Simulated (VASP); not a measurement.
# Sc in VASP: notebook, part 2 of 2

VASP 6.6.1. Earlier steps stand in the parts before.

## 3. Single point, PBEsol

Contents of INCAR:

```
  ALGO = Normal
  EDIFF = 1E-6
  ENCUT = 520
  GGA = PS
  ISIF = 2
  ISMEAR = -1
  LASPH = True
  LCHARG = True
  LELF = True
  LREAL = False
  LVHAR = True
  LWAVE = False
  NBANDS = 30
  NELM = 100
  PREC = Accurate
  SIGMA = 0.08
```

Contents of KPOINTS:

```
k-points
0
Gamma
  4 4 7
```

Contents of POSCAR:

```
Sc
1.0
    0.0000000000      4.6536924094      4.6536924094
    4.6536924094      0.0000000000      4.6536924094
    2.3268462047      2.3268462047      0.0000000000
Sc
4
Direct
    0.0044985784     -0.0179322122      0.0092902573
   -0.0046593109      0.5029997245      0.0110467120
    0.5051878795      0.0018980627     -0.0151892291
    0.4949727651      0.5130345519     -0.0051477403
```

Potentials or basis: VASP PAW PBE potentials, release 64 (Sc_sv).

On the command line:

```sh
$ cat potpaw_PBE.64/Sc_sv/POTCAR > POTCAR
$ mpirun -np 1 vasp_std > vasp.out
```

OUTCAR:

```text
EDIFF = 1E-6
   ENCUT = 520
   GGA = PS
   ISIF = 2
   ISMEAR = -1
   LASPH = True
   LREAL = False
   NELM = 100
   PREC = Accurate

 ion  position               nearest neighbor table
   1  0.004  0.982  0.009-   4 3.16   2 3.18   2 3.23   3 3.25   3 3.26   3 3.32   3 3.33   2 3.36
                             2 3.40   4 3.43
   2  0.995  0.503  0.011-   1 3.18   1 3.23   3 3.26   4 3.27   4 3.29   4 3.30   4 3.32   3 3.33
                             1 3.36   1 3.40
   3  0.505  0.002  0.985-   4 3.23   1 3.25   2 3.26   1 3.26   4 3.27   4 3.31   1 3.32   2 3.33
                             1 3.33   4 3.35
   4  0.495  0.513  0.995-   1 3.16   3 3.23   2 3.27   3 3.27   2 3.29   2 3.30   3 3.31   2 3.32
                             3 3.35   1 3.43

  LATTYP: Found a base centered orthorhombic cell.
 ALAT       =     6.5813149205
 B/A-ratio  =     1.4142135624
 C/A-ratio  =     0.5000000000

  Lattice vectors:

 A1 = (  -2.3268462047,   2.3268462047,  -4.6536924094)
 A2 = (  -2.3268462047,   2.3268462047,   4.6536924094)
 A3 = (   2.3268462047,   2.3268462047,   0.0000000000)

[... 198 lines left out ...]
  energy without entropy =      -26.05056511  energy(sigma->0) =      -26.13759777

 E-fermi :   3.5033     XC(G=0):  -9.8955

 val. band max:        3.5026686894   @ k =  -0.2500  -0.2500   0.1429
 cond. band min:       3.5128220826   @ k =   0.2500   0.0000   0.2857
 fundamental gap:      0.0101533931
 Fermi energy:         3.5033330284

 k-point     1 :       0.0000    0.0000    0.0000
  band No.  band energies     occupation
      1     -45.7704      2.00000
      2     -45.7181      2.00000
      3     -45.7093      2.00000
      4     -45.6946      2.00000
      5     -24.6632      2.00000
      6     -24.6576      2.00000
[... 781 lines left out ...]
     29       5.4601      0.00000
     30       5.5147      0.00000

 [... further k-points ...]

------------------------ aborting loop because EDIFF is reached ----------------------------------------

  FORCE on cell =-STRESS in cart. coord.  units (eV):
  Direction    XX          YY          ZZ          XY          YZ          ZX
  --------------------------------------------------------------------------------------
  -------------------------------------------------------------------------------------
  Total       -1.8194720     -1.8617119     -1.9226910     -0.1051955      0.0132581      0.0551867
  in kB      -28.9243049    -29.5957963    -30.5651858     -1.6723013      0.2107653      0.8773086
  external PRESSURE =     -29.6950957 kB  Pullay stress =       0.0000000 kB

 VOLUME and BASIS-vectors are now :
 -----------------------------------------------------------------------------
  energy-cutoff  :      520.00
  volume of cell :      100.78
      direct lattice vectors                 reciprocal lattice vectors
     0.000000000  4.653692409  4.653692409    -0.107441566  0.107441566  0.107441566
     4.653692409  0.000000000  4.653692409     0.107441566 -0.107441566  0.107441566
     2.326846205  2.326846205  0.000000000     0.214883132  0.214883132 -0.214883132

 POSITION                                       TOTAL-FORCE (eV/Angst)
 -----------------------------------------------------------------------------------
      4.59186      0.04255      4.59118         0.223777     -0.178026      0.236063
      2.36651      4.65771      6.97282        -0.185579      0.090188     -0.110845
      2.30034      4.64249      2.35982         0.106770     -0.046766     -0.017885
      4.70237      4.61832      4.69096        -0.144968      0.134604     -0.107333
 -----------------------------------------------------------------------------------
    total drift:                               -0.000072      0.000038      0.000207

  FREE ENERGIE OF THE ION-ELECTRON SYSTEM (eV)
  ---------------------------------------------------
  free  energy   TOTEN  =       -26.2246304407 eV

  energy  without entropy=      -26.0505651058  energy(sigma->0) =      -26.13759777
```

OSZICAR:

```text
N       E                     dE             d eps       ncg     rms          rms(c)
DAV:   1     0.831457608195E+03    0.83146E+03   -0.19292E+04  3480   0.154E+03
DAV:   2     0.322872712322E+02   -0.79917E+03   -0.78673E+03  4880   0.712E+02
DAV:   3    -0.267127295216E+02   -0.59000E+02   -0.56549E+02  5846   0.245E+02
DAV:   4    -0.293265329930E+02   -0.26138E+01   -0.24820E+01  5704   0.454E+01
DAV:   5    -0.294040172256E+02   -0.77484E-01   -0.76721E-01  5794   0.885E+00    0.109E+01
DAV:   6    -0.265956903794E+02    0.28083E+01   -0.62658E+00  4456   0.233E+01    0.319E+00
DAV:   7    -0.262502598593E+02    0.34543E+00   -0.15652E+00  4704   0.109E+01    0.125E+00
DAV:   8    -0.262402290537E+02    0.10031E-01   -0.14952E-01  5072   0.401E+00    0.741E-01
DAV:   9    -0.262270854434E+02    0.13144E-01   -0.76113E-02  5096   0.241E+00    0.299E-01
DAV:  10    -0.262245918015E+02    0.24936E-02   -0.12418E-02  4824   0.978E-01    0.390E-02
DAV:  11    -0.262246393029E+02   -0.47501E-04   -0.44181E-04  6000   0.252E-01    0.292E-02
DAV:  12    -0.262246354226E+02    0.38802E-05   -0.59401E-05  5344   0.105E-01    0.183E-02
DAV:  13    -0.262246312144E+02    0.42083E-05   -0.22851E-05  5064   0.482E-02    0.568E-03
DAV:  14    -0.262246304407E+02    0.77368E-06   -0.54061E-06  4048   0.296E-02
   1 F= -.26224630E+02 E0= -.26137598E+02  d E =-.174065E+00
```

stdout:

```text
POSCAR found type information on POSCAR Sc
 POSCAR found :  1 types and       4 ions
 scaLAPACK will be used
 -----------------------------------------------------------------------------
|                                                                             |
|                                                                             |
[... 21 lines left out ...]
|     Results are often still useful ...                                      |
|                                                                             |
 -----------------------------------------------------------------------------

 POSCAR, INCAR and KPOINTS ok, starting setup
 FFT: planning ... GRIDC
 FFT: planning ... GRID_SOFT
 FFT: planning ... GRID
 WAVECAR not read
 entering main loop
```

Run time: 3.3 min. Hardware: 1 thread of Intel Xeon Platinum 8175M at 2.50GHz (Skylake/Cascade Lake), shared host; peak memory 0.3 GiB.

Results:

- Free energy: -26.2246 eV
- Pressure: -3.0 GPa
- Largest force: 0.371 eV/Å
- Band gap on the k mesh: zero (band 22 reaches 3.78 eV, above the bottom of band 23 at 3.15 eV)

Forces on the atoms (eV/Å):
```
Sc   0.224 -0.178  0.236
Sc  -0.186  0.090 -0.111
Sc   0.107 -0.047 -0.018
Sc  -0.145  0.135 -0.107
```

Stress tensor (GPa, compression positive):
```
-2.89 -0.17  0.09
-0.17 -2.96  0.02
 0.09  0.02 -3.06
```

Levels at points of the mesh, in eV from the Fermi level:
| k point | band 19 | band 20 | band 21 | band 22 | band 23 | band 24 | band 25 | band 26 |
| --- | --- | --- | --- | --- | --- | --- | --- | --- |
| (0.00, 0.00, 0.00) | -1.74 | -1.48 | -0.60 | 0.20 | 0.21 | 1.40 | 1.44 | 1.45 |
| (0.50, 0.00, 0.00) | -1.27 | -1.15 | -0.35 | -0.17 | 0.69 | 0.72 | 0.77 | 0.95 |
| (0.00, 0.50, 0.00) | -1.25 | -1.18 | -0.27 | -0.25 | 0.54 | 0.75 | 0.90 | 0.97 |
| (0.50, 0.50, 0.00) | -1.83 | -1.81 | 0.21 | 0.28 | 0.38 | 0.43 | 0.69 | 0.75 |

Caveat: the PAW data sets were made with another functional, which shifts forces and pressure a little.

## 4. Molecular dynamics, PBEsol

Contents of INCAR:

```
SYSTEM = Sc
PREC = Accurate ; ENCUT = 520
EDIFF = 1E-5 ; ISMEAR = -1
SIGMA = 0.08 ; LREAL = .False.
LASPH = .True. ; NELM = 100
ALGO = Fast ; ISIF = 2
LWAVE = .False. ; LCHARG = .False.
GGA = PS ; IBRION = 0
NSW = 15 ; POTIM = 2.0
TEBEG = 300.0 ; TEEND = 300.0
ISYM = 0 ; NELMIN = 4
RANDOM_SEED = 384101 0 0 ; MDALGO = 1
ANDERSEN_PROB = 0.0
```

Contents of KPOINTS:

```
Automatic mesh
0
Gamma
  4 4 7
  0 0 0
```

Contents of POSCAR:

```
Sc
1.0
    0.0000000000      4.6536924094      4.6536924094
    4.6536924094      0.0000000000      4.6536924094
    2.3268462047      2.3268462047      0.0000000000
Sc
4
Direct
    0.0000000000      0.0000000000      0.0000000000
    0.0000000000      0.5000000000      0.0000000000
    0.5000000000      0.0000000000      0.0000000000
    0.5000000000      0.5000000000      0.0000000000
```

Potentials or basis: VASP PAW PBE potentials, release 64 (Sc_sv).

On the command line:

```sh
$ cat potpaw_PBE.64/Sc_sv/POTCAR > POTCAR
$ mpirun -np 1 vasp_std > vasp.out
```

OUTCAR:

```text
SYSTEM = Sc
   PREC = Accurate
   ENCUT = 520
   EDIFF = 1E-5
   ISMEAR = -1
   LREAL = .False.
   LASPH = .True.
   NELM = 100
   ISIF = 2
   GGA = PS
   IBRION = 0
   NSW = 15
   POTIM = 2.0
   TEBEG = 300.0
   ISYM = 0
   NELMIN = 4

 ion  position               nearest neighbor table
   1  0.000  0.000  0.000-   2 3.29   3 3.29   2 3.29   3 3.29   2 3.29   2 3.29   4 3.29   3 3.29
                             3 3.29   4 3.29
   2  0.000  0.500  0.000-   1 3.29   4 3.29   1 3.29   4 3.29   1 3.29   1 3.29   3 3.29   4 3.29
                             3 3.29   4 3.29
   3  0.500  0.000  0.000-   1 3.29   4 3.29   1 3.29   4 3.29   4 3.29   2 3.29   4 3.29   1 3.29
                             1 3.29   2 3.29
   4  0.500  0.500  0.000-   2 3.29   3 3.29   2 3.29   3 3.29   3 3.29   1 3.29   3 3.29   2 3.29
                             1 3.29   2 3.29

IMPORTANT INFORMATION: All symmetrisations will be switched off!
NOSYMM: (Re-)initialisation of all symmetry stuff for point group C_1.

----------------------------------------------------------------------------------------

                                     Primitive cell

  volume of cell :     100.7843

[... 306 lines left out ...]
[... ionic steps 4 to 12 ...]

--------------------------------------- Ionic step       13  -------------------------------------------

 number of electron      44.0000000 magnetization

------------------------ aborting loop because EDIFF is reached ----------------------------------------
[... 91 lines left out ...]
--------------------------------------- Ionic step       15  -------------------------------------------

 number of electron      44.0000000 magnetization

 Free energy of the ion-electron system (eV)
  ---------------------------------------------------
  ext. energy  EPLUGINS =         0.00000000
  ---------------------------------------------------
  free energy    TOTEN  =       -26.18028887 eV

  energy without entropy =      -26.00118823  energy(sigma->0) =      -26.09073855

 E-fermi :   3.4914     XC(G=0):  -9.8904

 val. band max:        3.4876807912   @ k =   0.2500   0.2500   0.1429
 cond. band min:       3.4916434170   @ k =   0.2500   0.0000   0.0000
 fundamental gap:      0.0039626258
 Fermi energy:         3.4914223627

 k-point     1 :       0.0000    0.0000    0.0000
  band No.  band energies     occupation
      1     -45.7612      2.00000
      2     -45.7087      2.00000
      3     -45.6975      2.00000
      4     -45.6663      2.00000
      5     -24.6522      2.00000
      6     -24.6497      2.00000
[... 685 lines left out ...]
     25       4.1866      0.00034
     26       4.3512      0.00004

 [... further k-points ...]

------------------------ aborting loop because EDIFF is reached ----------------------------------------

  FORCE on cell =-STRESS in cart. coord.  units (eV):
  Direction    XX          YY          ZZ          XY          YZ          ZX
  --------------------------------------------------------------------------------------
  -------------------------------------------------------------------------------------
  Total       -1.7419424     -1.7401166     -1.7056380     -0.0350809     -0.2005025      0.1290630
  in kB      -27.6918098    -27.6627848    -27.1146761     -0.5576842     -3.1874054      2.0517265
  external PRESSURE =     -27.4897569 kB  Pullay stress =       0.0000000 kB
[... 25 lines left out ...]
  ENERGY OF THE ELECTRON-ION-THERMOSTAT SYSTEM (eV)
  ---------------------------------------------------
% ion-electron   TOTEN  =       -26.180289  see above
  kinetic energy EKIN   =         0.041229
  kin. lattice  EKIN_LAT=         0.000000  (temperature  106.32 K)
  nose potential ES     =         0.000000
  nose kinetic   EPS    =         0.000000
  ---------------------------------------------------
  total energy   ETOTAL =       -26.139060 eV
```

Run time: 19 min. Hardware: 1 thread of Intel Xeon Platinum 8175M at 2.50GHz (Skylake/Cascade Lake), shared host; peak memory 0.45 GiB.

The path:
```csv
step,potential energy change (eV),largest force (eV/Å),pressure (GPa),volume (Å³),temperature (K)
1,0.0000,0.0009,-3.09,100.78,300
2,0.0004,0.0555,-3.08,100.78,299
3,0.0019,0.1021,-3.09,100.78,294
4,0.0044,0.1489,-3.05,100.78,288
5,0.0079,0.1973,-3.05,100.78,279
6,0.0123,0.2461,-3.02,100.78,267
7,0.0175,0.2923,-3.00,100.78,254
8,0.0234,0.3370,-2.98,100.78,239
9,0.0299,0.3802,-2.94,100.78,222
10,0.0369,0.4231,-2.92,100.78,204
11,0.0443,0.4639,-2.88,100.78,185
12,0.0518,0.5035,-2.85,100.78,165
13,0.0595,0.5397,-2.82,100.78,145
14,0.0672,0.5740,-2.78,100.78,126
15,0.0747,0.6061,-2.75,100.78,106
```

Caveat: the PAW data sets were made with another functional, which shifts forces and pressure a little.
